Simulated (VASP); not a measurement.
The system is In5Sb.

```
CELL_PARAMETERS angstrom
0.00000 4.44103 4.44103
4.44103 0.00000 4.44103
4.44103 4.44103 0.00000
ATOMIC_POSITIONS crystal
In 0.50000 0.50000 0.50000
In 0.85793 0.85793 0.85793
In 0.85793 0.85793 0.42622
In 0.85793 0.42622 0.85793
In 0.42622 0.85793 0.85793
Sb 0.25000 0.25000 0.25000
```

```yaml
Program: VASP 6.6.1
Task: relaxation of cell and atoms
Functional: PBE
Potentials_or_basis: VASP PAW PBE potentials, release 64 (In_d, Sb)
Cutoff: 600 eV
k_mesh: 4 × 4 × 4
Occupations: gaussian, width 0.1 eV
Spin: no spin polarisation
```

At the start: pressure 4.8 GPa; volume 29.20 Å³/atom.

Question: How do energy, volume and symmetry change on relaxing?

Answer: Over 5 steps the energy falls by 334.6 meV/atom and the volume is 29.63 Å³/atom (+1.5 %); space group F-43m (No. 216, to 0.05 Å).

Step by step:
```tsv
step	energy change (eV)	largest force (eV/Å)	pressure (GPa)	volume (Å³)
1	0.0000	4.3781	4.81	175.18
2	-1.7260	0.4783	-2.87	198.36
3	-1.7261	0.5281	-2.68	197.75
4	-1.9663	0.2262	-1.26	184.07
5	-2.0078	0.0246	-0.13	177.75
```

Final structure:
```
CELL_PARAMETERS angstrom
0.00000 4.46266 4.46266
4.46266 0.00000 4.46266
4.46266 4.46266 0.00000
ATOMIC_POSITIONS crystal
In 0.50000 0.50000 0.50000
In 0.87498 0.87498 0.87498
In 0.87498 0.87498 0.37506
In 0.87498 0.37506 0.87498
In 0.37506 0.87498 0.87498
Sb 0.25000 0.25000 0.25000
```
